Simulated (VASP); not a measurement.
# TiO2 (I4_1/amd) in VASP: notebook

TiO2 is run at these levels: r2SCAN; tasks: single point.

Everything below comes from runs of VASP 6.6.1. Logs are shortened: lines on timing, memory, paths and dates and some standing lists are left out, and cuts for length are marked.

### Step 1. The cell of the first run

The structure is tetragonal, space group I4_1/amd (No. 141). Conventional cell: a = 3.816 Å, b = 3.816 Å, c = 9.451 Å, α = 90.00°, β = 90.00°, γ = 90.00°. Within 2.6 Å of Ti (site symmetry -4m2) lie 6 O at 1.95 to 1.98 Å. Within 2.6 Å of O (site symmetry 2mm) lie 3 Ti at 1.95 to 1.98 Å and 2 O at 2.48 Å.

### Step 2. Single point, r2SCAN (epitaxial xy strain +1.0%)

File POSCAR:

```
TiO2
1.0
   -1.9077877987      1.9077877987      4.7253096290
    1.9077877987     -1.9077877987      4.7253096290
    1.9077877987      1.9077877987     -4.7253096290
Ti O
2 4
Direct
    0.7500000000      0.2500000000      0.5000000000
    0.0000000000      0.0000000000      0.0000000000
    0.5410001623      0.0410001623      0.5000000000
    0.7910001623      0.7910001623      0.0000000000
    0.2089998377      0.2089998377      0.0000000000
    0.9589998377      0.4589998377      0.5000000000
```

File INCAR.step1:

```
ALGO = Normal ; EDIFF = 1E-4
ENCUT = 520 ; GGA = PE
ISMEAR = 0 ; LASPH = T
LCHARG = F ; LREAL = F
LWAVE = T ; NBANDS = 33
NELM = 60 ; PREC = Accurate
SIGMA = 0.01
```

File INCAR.step2:

```
ALGO = Normal ; EDIFF = 1E-6
ENCUT = 520 ; ISIF = 2
ISMEAR = 0 ; ISTART = 1
LASPH = T ; LCHARG = T
LELF = T ; LMIXTAU = T
LREAL = F ; LVHAR = T
LWAVE = F ; METAGGA = R2SCAN
NBANDS = 33 ; NELM = 60
PREC = Accurate ; SIGMA = 0.01
```

File KPOINTS:

```
k-points
0
Gamma
  10 10 10
```

Potentials or basis: VASP PAW PBE potentials, release 64 (Ti_sv, O).

On the command line:

```
$ cat potpaw_PBE.64/Ti_sv/POTCAR potpaw_PBE.64/O/POTCAR > POTCAR
$ cp INCAR.step1 INCAR
$ mpirun -np 1 vasp_std > vasp.out
$ cp INCAR.step2 INCAR
$ mpirun -np 1 vasp_std > vasp.out
```

OUTCAR:

```text
EDIFF = 1E-6
   ENCUT = 520
   ISIF = 2
   ISMEAR = 0
   ISTART = 1
   LASPH = T
   LREAL = F
   METAGGA = R2SCAN
   NELM = 60
   PREC = Accurate

 ion  position               nearest neighbor table
   1  0.750  0.250  0.500-   4 1.95   5 1.95   4 1.95   5 1.95   3 1.98   6 1.98
   2  0.000  0.000  0.000-   3 1.95   6 1.95   3 1.95   6 1.95   5 1.98   4 1.98
   3  0.541  0.041  0.500-   2 1.95   2 1.95   1 1.98
   4  0.791  0.791  0.000-   1 1.95   1 1.95   2 1.98
   5  0.209  0.209  0.000-   1 1.95   1 1.95   2 1.98
   6  0.959  0.459  0.500-   2 1.95   2 1.95   1 1.98

  LATTYP: Found a body centered tetragonal cell.
 ALAT       =     3.8155755974
 C/A-ratio  =     2.4768528409

  Lattice vectors:

 A1 = (  -1.9077877987,   1.9077877987,   4.7253096290)
 A2 = (   1.9077877987,  -1.9077877987,   4.7253096290)
 A3 = (   1.9077877987,   1.9077877987,  -4.7253096290)

Analysis of symmetry for initial positions (statically):
=====================================================================
 Subroutine PRICEL returns:
 Original cell was already a primitive cell.

 Routine SETGRP: Setting up the symmetry group for a
 body centered tetragonal supercell.

 Subroutine GETGRP returns: Found 16 space group operations
 (whereof  8 operations were pure point group operations)
 out of a pool of 16 trial point group operations.

The static configuration has the point symmetry D_2d.
 The point group associated with its full space group is D_4h.

Analysis of symmetry for dynamics (positions and initial velocities):
=====================================================================
 Subroutine PRICEL returns:
 Original cell was already a primitive cell.

 Routine SETGRP: Setting up the symmetry group for a
 body centered tetragonal supercell.

 Subroutine GETGRP returns: Found 16 space group operations
 (whereof  8 operations were pure point group operations)
 out of a pool of 16 trial point group operations.

The dynamic configuration has the point symmetry D_2d.
 The point group associated with its full space group is D_4h.

 Subroutine INISYM returns: Found 16 space group operations
 (whereof  8 operations are pure point group operations),
 and found     1 'primitive' translations

----------------------------------------------------------------------------------------

                                     Primitive cell

  volume of cell :      68.7940

  direct lattice vectors                    reciprocal lattice vectors
    -1.907787799  1.907787799  4.725309629     0.000000000  0.262083655  0.105813172
     1.907787799 -1.907787799  4.725309629     0.262083655  0.000000000  0.105813172
     1.907787799  1.907787799 -4.725309629     0.262083655  0.262083655  0.000000000

  length of vectors
     5.441310473  5.441310473  5.441310473     0.282638054  0.282638054  0.370642260

  position of ions in fractional coordinates (direct lattice)
     0.750000000  0.250000000  0.500000000
     0.000000000  0.000000000  0.000000000
     0.541000162  0.041000162  0.500000000
     0.791000162  0.791000162  0.000000000
     0.208999838  0.208999838  0.000000000
     0.958999838  0.458999838  0.500000000

  ion indices of the primitive-cell ions
   primitive index   ion index
                 1           1
                 2           2
                 3           3
                 4           4
                 5           5
                 6           6

----------------------------------------------------------------------------------------

 KPOINTS: k-points

Automatic generation of k-mesh.
 Grid dimensions read from file:
 generate k-points for:   10   10   10

 Generating k-lattice:

  Cartesian coordinates                     Fractional coordinates (reciprocal lattice)
     0.000000000  0.026208366  0.010581317     0.100000000  0.000000000 -0.000000000
     0.026208366  0.000000000  0.010581317     0.000000000  0.100000000 -0.000000000
     0.026208366  0.026208366  0.000000000     0.000000000  0.000000000  0.100000000

  Length of vectors
     0.028263805  0.028263805  0.037064226

  Shift w.r.t. Gamma in fractional coordinates (k-lattice)
     0.000000000  0.000000000  0.000000000

 Subroutine IBZKPT returns following result:
 ===========================================

 Found    102 irreducible k-points:

 Following reciprocal coordinates:
            Coordinates               Weight
  0.000000  0.000000  0.000000      1.000000
  0.100000  0.000000  0.000000      8.000000
  0.200000  0.000000  0.000000      8.000000
  0.300000  0.000000  0.000000      8.000000
  0.400000 -0.000000  0.000000      8.000000
  0.500000  0.000000  0.000000      4.000000
[... 16 lines left out ...]
  0.300000  0.300000  0.000000      8.000000
  0.400000  0.300000  0.000000     16.000000
 [... further k-points ...]
   k-points           NKPTS =    102   k-points in BZ     NKDIM =    102   number of bands    NBANDS=     33
   number of dos      NEDOS =    301   number of ions     NIONS =      6
   total plane-waves  NPLWV =  64000
   dimension x,y,z NGX =    40 NGY =   40 NGZ =   40
   dimension x,y,z NGXF=    80 NGYF=   80 NGZF=   80
   ions per type =               2   4
   NGX,Y,Z   is equivalent  to a cutoff of  12.22, 12.22, 12.22 a.u.
   NGXF,Y,Z  is equivalent  to a cutoff of  24.44, 24.44, 24.44 a.u.
 SYSTEM =  unknown system
   PREC   = accura    normal or accurate (medium, high low for compatibility)
   ISTART =      1    job   : 0-new  1-cont  2-samecut
   ICHARG =      0    charge: 1-file 2-atom 10-const
   ISPIN  =      1    spin polarized calculation?
   LNONCOLLINEAR =      F non collinear calculations
   LSORBIT =      F    spin-orbit coupling
   LASPH  =      T    aspherical Exc in radial PAW
   ENCUT  =  520.0 eV  38.22 Ry    6.18 a.u.  10.12 10.12 10.12*2*pi/ulx,y,z
   NELM   =     60;   NELMIN=  2; NELMDL=  0     # of ELM steps
   EDIFF  = 0.1E-05   stopping-criterion for ELM
   LREAL  =      F    real-space projection
   EDIFFG = 0.1E-04   stopping-criterion for IOM
   NSW    =      0    number of steps for IOM
   IBRION =     -1    ionic relax: 0-MD 1-quasi-New 2-CG
   NFREE  =      0    steps in history (QN), initial steepest desc. (CG)
   ISIF   =      2    stress and relaxation
   ISYM   =      2    0-nonsym 1-usesym 2-fastsym
   POTIM  = 0.5000    time-step for ionic-motion
   TEBEG  =    0.0;   TEEND  =   0.0 temperature during run
   PSTRESS=    0.0 pullay stress
   NELECT =      48.0000    total number of electrons
   NUPDOWN=      -1.0000    fix difference up-down
   EMIN   =  10.00;   EMAX   =-10.00  energy-range for DOS
   EFERMI =   0.00;   METHOD = LEGACY
   ISMEAR =     0;   SIGMA  =   0.01  broadening in eV -4-tet -1-fermi 0-gaus
   EFERMI_NEDOS =   21; number of points for ismear=-14 and -15
   IALGO  =     38    algorithm
   IMIX   =      4    mixing-type and parameters
     AMIX     =   0.40;   BMIX     =  1.00
     AMIX_MAG =   1.60;   BMIX_MAG =  1.00
  volume/ion in A,a.u.               =      11.47        77.37
  Fermi-wavevector in a.u.,A,eV,Ry     =   1.452017  2.743915 28.685899  2.108354
  Thomas-Fermi vector in A             =   2.569448
   LORBIT       =      0    0 simple, 1 ext, 2 COOP (PROOUT), +10 PAW based schemes
   METAGGA = R2SCAN    functional components
   LHFCALC =     F    Hartree Fock is set to
   AEXX    =    0.0000 exact exchange contribution
   IVDW    =     0    specifies the selected vdW correction
   LEPSILON=     F    determine dielectric tensor
   LRPA    =     F    only Hartree local field effects (RPA)
 non-spin polarized calculation
 Gauss-broadening in eV      SIGMA  =   0.01
  energy-cutoff  :      520.00
  volume of cell :       68.79
 maximum number of plane-waves:      1871
   NGX = 21   NGY = 21   NGZ = 21

 number of electron      47.9999991 magnetization

 Free energy of the ion-electron system (eV)
  ---------------------------------------------------
  ext. energy  EPLUGINS =         0.00000000
  ---------------------------------------------------
  free energy    TOTEN  =       -69.85128339 eV

  energy without entropy =      -69.85128339  energy(sigma->0) =      -69.85128339

 E-fermi :   3.0167     XC(G=0): -11.4185

 val. band max:        2.9499999498   @ k =  -0.4000   0.4000   0.0000
 cond. band min:       5.4244464070   @ k =   0.0000   0.0000   0.0000
 fundamental gap:      2.4744464572
 Fermi energy:         3.0166583136

 k-point     1 :       0.0000    0.0000    0.0000
  band No.  band energies     occupation
      1     -55.6857      2.00000
      2     -55.6242      2.00000
      3     -31.0989      2.00000
      4     -30.8505      2.00000
      5     -30.8505      2.00000
      6     -30.7769      2.00000
[... 25 lines left out ...]
     32       8.4260      0.00000
     33       8.5989      0.00000

 k-point     2 :       0.1000    0.0000    0.0000
  band No.  band energies     occupation
      1     -55.6843      2.00000
      2     -55.6251      2.00000
      3     -31.0963      2.00000
      4     -30.8644      2.00000
      5     -30.8514      2.00000
      6     -30.7820      2.00000
[... 25 lines left out ...]
     32       8.5690      0.00000
     33       8.8053      0.00000

 k-point     3 :       0.2000    0.0000    0.0000
  band No.  band energies     occupation
      1     -55.6807      2.00000
      2     -55.6277      2.00000
      3     -31.0898      2.00000
      4     -30.8991      2.00000
      5     -30.8538      2.00000
      6     -30.7943      2.00000
[... 25 lines left out ...]
     32       8.8271      0.00000
     33       9.2837      0.00000

 k-point     4 :       0.3000    0.0000    0.0000
  band No.  band energies     occupation
      1     -55.6755      2.00000
      2     -55.6316      2.00000
      3     -31.0818      2.00000
      4     -30.9403      2.00000
      5     -30.8565      2.00000
      6     -30.8061      2.00000
[... 673 lines left out ...]
     32       9.6279      0.00000
     33       9.6578      0.00000

 k-point    23 :       0.3000    0.3000    0.0000
  band No.  band energies     occupation
      1     -55.6628      2.00000
      2     -55.6415      2.00000
      3     -31.0564      2.00000
      4     -30.9962      2.00000
      5     -30.8951      2.00000
      6     -30.8479      2.00000
[... 25 lines left out ...]
     32       9.8149      0.00000
     33      10.5153      0.00000

 k-point    24 :       0.4000    0.3000    0.0000
  band No.  band energies     occupation
      1     -55.6589      2.00000
      2     -55.6443      2.00000
      3     -31.0596      2.00000
      4     -31.0187      2.00000
      5     -30.8970      2.00000
      6     -30.8641      2.00000
[... 25 lines left out ...]
     32       9.8532      0.00000
     33      10.6339      0.00000

 [... further k-points ...]

------------------------ aborting loop because EDIFF is reached ----------------------------------------

  FORCE on cell =-STRESS in cart. coord.  units (eV):
  Direction    XX          YY          ZZ          XY          YZ          ZX
  --------------------------------------------------------------------------------------
  -------------------------------------------------------------------------------------
  Total       -0.7801308     -0.7801308      0.5080666      0.0000000      0.0000000      0.0000000
  in kB      -18.1688571    -18.1688571     11.8326179      0.0000000      0.0000000      0.0000000
  external PRESSURE =      -8.1683654 kB  Pullay stress =       0.0000000 kB

 VOLUME and BASIS-vectors are now :
 -----------------------------------------------------------------------------
  energy-cutoff  :      520.00
  volume of cell :       68.79
      direct lattice vectors                 reciprocal lattice vectors
    -1.907787799  1.907787799  4.725309629     0.000000000  0.262083655  0.105813172
     1.907787799 -1.907787799  4.725309629     0.262083655  0.000000000  0.105813172
     1.907787799  1.907787799 -4.725309629     0.262083655  0.262083655  0.000000000

 POSITION                                       TOTAL-FORCE (eV/Angst)
 -----------------------------------------------------------------------------------
      0.00000      1.90779      2.36265         0.000000      0.000000      0.000000
      0.00000      0.00000      0.00000         0.000000      0.000000      0.000000
      0.00000      1.90779      0.38748         0.000000     -0.000000     -0.032464
      0.00000      0.00000      7.47544        -0.000000      0.000000     -0.032464
      0.00000      0.00000      1.97518        -0.000000      0.000000      0.032464
      0.00000      1.90779      4.33783         0.000000     -0.000000      0.032464
 -----------------------------------------------------------------------------------
    total drift:                               -0.000000      0.000000      0.000000

  FREE ENERGIE OF THE ION-ELECTRON SYSTEM (eV)
  ---------------------------------------------------
  free  energy   TOTEN  =       -69.8512833872 eV

  energy  without entropy=      -69.8512833872  energy(sigma->0) =      -69.85128339
```

It took 11 min on 1 thread of Intel Xeon 6975P-C (Granite Rapids), shared host; peak memory 0.37 GiB.

Results:

```
Free energy            : -69.8513 eV
Pressure               : -0.8 GPa
Largest force          : 0.032 eV/Å
Band gap on the k mesh : 2.47 eV, indirect (least direct gap 2.84 eV)
```

Forces on the atoms (eV/Å):
```
Ti   0.000  0.000  0.000
Ti   0.000  0.000  0.000
O    0.000  0.000 -0.032
O    0.000  0.000 -0.032
O    0.000  0.000  0.032
O    0.000  0.000  0.032
```

Caveat: the cell differs from its parent crystal (epitaxial xy strain +1.0%); the PAW data sets were made with another functional, which shifts forces and pressure a little. A k mesh can miss the band edges.

[end of part 1 of 2]
